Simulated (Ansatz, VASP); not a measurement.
Ga4SbP3: VASP beside Ansatz

Contents of INCAR:

```
SYSTEM = Ga4SbP3
PREC = Accurate
ENCUT = 520
EDIFF = 1E-6
ISMEAR = 0
SIGMA = 0.01
LREAL = .FALSE.
LASPH = .TRUE.
NELM = 100
ALGO = Normal
ISIF = 2
LWAVE = .FALSE.
LCHARG = .FALSE.
GGA = PE
NBANDS = 46
```

KPOINTS

```
regular mesh
0
G
  6 6 2
  0 0 0
```

File POSCAR:

```
Ga4SbP3
1.0
    4.0578873949      0.0000000000      0.0000000000
    0.0000000000      4.0578873949      0.0000000000
    0.0000000000      0.0000000000     11.4680793226
P Ga Sb
3 4 1
Direct
    0.0000000000      0.0000000000      0.2360203192
    0.5000000000      0.5000000000      0.0000000000
    0.0000000000      0.0000000000      0.7639796808
    0.0000000000      0.5000000000      0.1178257239
    0.5000000000      0.0000000000      0.8821742761
    0.0000000000      0.5000000000      0.6461190884
    0.5000000000      0.0000000000      0.3538809116
    0.5000000000      0.5000000000      0.5000000000
```

Input for Ansatz:

```yaml
crystal:
  lattice:
    - [4.0578873949, 0.0, 0.0]
    - [0.0, 4.0578873949, 0.0]
    - [0.0, 0.0, 11.4680793226]
  atoms:
    - { symbol: P, position: [0.0, 0.0, 0.2360203192] }
    - { symbol: Ga, position: [0.0, 0.5, 0.1178257239] }
    - { symbol: P, position: [0.5, 0.5, 0.0] }
    - { symbol: Ga, position: [0.5, 0.0, 0.8821742761] }
    - { symbol: P, position: [0.0, 0.0, 0.7639796808] }
    - { symbol: Ga, position: [0.0, 0.5, 0.6461190884] }
    - { symbol: Sb, position: [0.5, 0.5, 0.5] }
    - { symbol: Ga, position: [0.5, 0.0, 0.3538809116] }
kpoints:
  mp_grid: { grid: [6, 6, 2] }
hamiltonian:
  xc: pbe
scf:
  occupations: { method: fixed }
  n_extra_bands: 6
output:
  forces: true
  stress: true
  eigenvalues: true
```

Alike in both runs: task single point; functional PBE; k mesh 6 × 6 × 2; no spin polarisation.

|  | VASP | Ansatz |
| --- | --- | --- |
| version | VASP 6.6.1 | Ansatz 0.2.0 |
| potentials or method | VASP PAW PBE potentials, release 64 (P, Ga_d, Sb) | plane waves, PAW |
| plane-wave cutoff (eV) | 520 | 420 |
| occupations | gaussian, width 0.01 eV | fixed |
| valence electrons in the cell | 72 | 82 |

|  | VASP | Ansatz | Ansatz less VASP |
| --- | --- | --- | --- |
| gap on the k mesh at the Fermi level (eV) | 0.32 | 0.33 | +0.006 |
| pressure (GPa) | -1.8 | -1.8 | -0.03 |
| rms of the force components (eV/Å) | 0.008 | 0.010 | +0.0016 |

VASP's potentials hold 72 valence electrons a cell and Ansatz's 82, so a difference there can come from the potentials and not from the codes.

Neither program's run includes spin-orbit coupling.
